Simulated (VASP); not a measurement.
Wanted: the native input for a VASP 6.6.1 run.

```yaml
Task: single point
Functional: PBE
Potentials_or_basis: VASP PAW PBE potentials, release 64 (Ge_d)
Cutoff: 520 eV
k_mesh: 14 × 14 × 14
Occupations: fermi-dirac, width 0.05 eV
Spin: no spin polarisation
Dipole_correction: no
Further_INCAR_settings: ALGO = Normal; EDIFF = 1e-07; NBANDS = 21
```

The structure of Ge lies in POSCAR:

```
Ge
1.0
    0.0000000000      2.4061758034      2.4061758034
    2.4061758034      0.0000000000      2.4061758034
    2.4061758034      2.4061758034      0.0000000000
Ge
2
Direct
   -0.1250000000     -0.1250000000     -0.1250000000
    0.1250000000      0.1250000000      0.1250000000
```

The input as run:

INCAR

```
SYSTEM = Ge
PREC     = Accurate       ! precision mode
ENCUT    = 520            ! plane-wave cutoff, eV
EDIFF    = 1E-7           ! SCF threshold, eV
ISMEAR   = -1             ! smearing method
SIGMA    = 0.05           ! smearing width, eV
LREAL    = .FALSE.        ! projectors in reciprocal space
LASPH    = .TRUE.         ! aspherical terms in the spheres
NELM     = 100            ! most SCF steps
ALGO     = Normal         ! electronic algorithm
ISIF     = 2              ! what is computed and relaxed
LWAVE    = .FALSE.        ! write WAVECAR
LCHARG   = .FALSE.        ! write CHGCAR
GGA      = PE             ! functional
NBANDS   = 21             ! bands
```

KPOINTS

```
Automatic mesh
0
G
  14 14 14
  0 0 0
```

Potentials or basis: VASP PAW PBE potentials, release 64 (Ge_d).

Run with:

```sh
$ cat potpaw_PBE.64/Ge_d/POTCAR > POTCAR
$ mpirun -np 1 vasp_std > vasp.out
```

Results of the run:

| Property | Result |
| --- | --- |
| Pressure | 110.6 GPa |
| Band gap on the k mesh | zero (bands 14 and 15 overlap by 0.53 eV) |

Caveat: the cell stands under pressure; semilocal functionals underestimate gaps, so a narrow gap can read as zero.

Run time: 110 s on 1 thread of Intel Xeon 8259CL, on a shared host, peak memory 0.19 GiB.
